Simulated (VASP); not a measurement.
## Ru: single point with PBEsol

Crystal: Ru.

```xyz
2
Lattice="2.6464 0.0000 0.0000 -1.3232 2.2918 0.0000 0.0000 0.0000 4.5332" Properties=species:S:1:pos:R:3 pbc="T T T"
Ru    0.0000    1.5279    1.1333
Ru    1.3232    0.7639    3.3999
```

This cell differs from its parent crystal: volume 13.747 Å^3 an atom, c/a of the conventional cell 1.7130.

```
Program                : VASP 6.6.1
Task                   : single point
Functional             : PBEsol
Potentials or basis    : VASP PAW PBE potentials, release 64 (Ru_pv)
Cutoff                 : 520 eV
k mesh                 : 21 × 21 × 12
Occupations            : gaussian, width 0.15 eV
Spin                   : no spin polarisation
Dipole correction      : no
Further INCAR settings : ALGO = Fast; EDIFF = 1e-06; NBANDS = 21
```

The pressure is -8.7 GPa and the band gap on the k mesh is zero (band 14 reaches 14.05 eV, above the bottom of band 15 at 11.16 eV).

Stress tensor (GPa, compression positive):
```
  3.62   0.00   0.00
  0.00   3.62   0.00
  0.00   0.00 -33.24
```

Levels at points of the mesh, in eV from the Fermi level:
```
           k point  band 11  band 12  band 13  band 14  band 15  band 16  band 17  band 18
(0.00, 0.00, 0.00)    -2.50    -2.00    -2.00    -0.77    -0.77     0.37     1.20     1.20
(0.00, 0.00, 0.50)    -2.52    -2.52    -2.52    -2.52     0.55     0.55     0.55     0.55
```

Run time: 110 s on 1 thread of Intel(R) Xeon(R) Platinum 8375C CPU @ 2.90GHz (Ice Lake), with other jobs on the host, peak memory 0.26 GiB.

Caveat: the PAW data sets were made with another functional, which shifts forces and pressure a little.
